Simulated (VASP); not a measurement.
The system is ZnS.

```
Zn S
1.0
     3.42501   -3.58086    0.00000
     3.42501    3.58086    0.00000
     0.00000    0.00000    4.17287
Zn S
1 1
Direct
  0.50000 0.50000 0.50000
  0.50000 0.50000 0.00000
```

- Program: VASP 6.6.1
- Task: relaxation of cell and atoms
- Functional: PBE
- Potentials or basis: VASP PAW PBE potentials, release 64 (Zn, S)
- Cutoff: 600 eV
- k mesh: 6 × 6 × 8
- Occupations: gaussian, width 0.02 eV
- Spin: no spin polarisation

At the start: pressure 0.2 GPa; volume 51.18 Å³/atom.

Where does the relaxation end?

Over 20 steps the energy falls by 4.1 meV/atom and the volume is 66.01 Å³/atom (+29.0 %); space group Cmmm (No. 65, to 0.05 Å).

Step by step:
```csv
step,energy change (eV),largest force (eV/Å),pressure (GPa),volume (Å³)
1,0.0000,0.0000,0.16,102.36
2,0.0001,0.0000,-0.12,103.13
3,-0.0002,0.0000,0.02,102.72
4,-0.0006,0.0000,0.02,103.22
5,-0.0016,0.0000,-0.01,104.71
6,-0.0034,0.0000,0.06,107.72
7,-0.0057,0.0000,0.15,113.88
8,-0.0069,0.0000,0.25,126.67
9,-0.0071,0.0000,0.24,126.98
10,-0.0074,0.0000,0.19,127.92
11,-0.0079,0.0000,0.10,129.81
12,-0.0081,0.0000,-0.04,133.65
13,-0.0082,0.0000,0.01,132.41
14,-0.0082,0.0000,0.01,132.17
15,-0.0081,0.0000,0.06,130.99
16,-0.0082,0.0000,0.03,132.01
17,-0.0082,0.0000,0.02,131.90
18,-0.0082,0.0000,0.03,131.97
19,-0.0082,0.0000,0.01,131.98
20,-0.0082,0.0000,0.00,132.03
```

Final structure:
```cif
data_structure
_symmetry_space_group_name_H-M 'P 1'
_symmetry_Int_Tables_number 1
_cell_length_a 5.6239
_cell_length_b 5.6239
_cell_length_c 4.1802
_cell_angle_alpha 90.000
_cell_angle_beta 90.000
_cell_angle_gamma 93.054
_cell_volume 132.03
loop_
_atom_site_label
_atom_site_type_symbol
_atom_site_fract_x
_atom_site_fract_y
_atom_site_fract_z
_atom_site_occupancy
Zn1 Zn 0.50000 0.50000 0.50000 1
S1 S 0.50000 0.50000 0.00000 1
```

Caveat: the volume moved by over 15 % at a fixed basis, so the end points are rough.
